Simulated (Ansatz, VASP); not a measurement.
One calculation of TaN, two programs

File POSCAR:

```
TaN
1.0
    0.0000000000      2.1790000000      2.1790000000
    2.1790000000      0.0000000000      2.1790000000
    2.1790000000      2.1790000000      0.0000000000
Ta N
1 1
Direct
    0.5000000000      0.5000000000      0.5000000000
    0.0000000000      0.0000000000      0.0000000000
```

Contents of INCAR.step1:

```
ALGO = Normal
EDIFF = 1E-5
ENCUT = 660
GGA = PE
GGA_COMPAT = F
ISMEAR = -1
LASPH = T
LCHARG = F
LREAL = F
LWAVE = T
NBANDS = 15
NELM = 120
PREC = Accurate
SIGMA = 0.1
```

INCAR.step2

```
ALGO = Normal
EDIFF = 1E-6
ENCUT = 660
GGA_COMPAT = F
ISIF = 2
ISMEAR = -1
ISTART = 1
LASPH = T
LCHARG = T
LELF = T
LMIXTAU = T
LREAL = F
LVHAR = T
LWAVE = F
METAGGA = R2SCAN
NBANDS = 15
NELM = 120
PREC = Accurate
SIGMA = 0.1
```

File KPOINTS:

```
k-points
0
Gamma
  13 13 13
```

Input for Ansatz:

```yaml
crystal:
  lattice:
    bravais: fcc
    a: 4.358
  space_group: 225
  atoms:
    - { symbol: Ta, position: [0.5, 0.0, 0.0] }
    - { symbol: "N", position: [0.0, 0.0, 0.0] }
  reduce_to_primitive: true
basis:
  ecutwfc: 550.0
kpoints:
  mp_grid:
    grid: [13, 13, 13]
hamiltonian:
  xc: r2scan
scf:
  occupations:
    method: fermi_dirac
    width: 0.1
output:
  stress: true
```

Alike in both runs: task single point; functional r2SCAN; k mesh 13 × 13 × 13; occupations fermi-dirac, width 0.1 eV; no spin polarisation.

|  | VASP | Ansatz |
| --- | --- | --- |
| version | VASP 6.6.1 | Ansatz 0.2.0 |
| potentials or method | VASP PAW PBE potentials, release 64 (Ta_pv, N), cutoff 660 eV | plane waves, PAW |
| valence electrons in the cell | 16 | 18 |

```csv
,VASP,Ansatz,Ansatz less VASP
pressure (GPa),12.0,9.8,-2.18
```

VASP's potentials were made for PBE, not for r2SCAN. VASP's potentials hold 16 valence electrons a cell and Ansatz's 18, so a difference there can come from the potentials and not from the codes.

Spin-orbit coupling is off throughout.
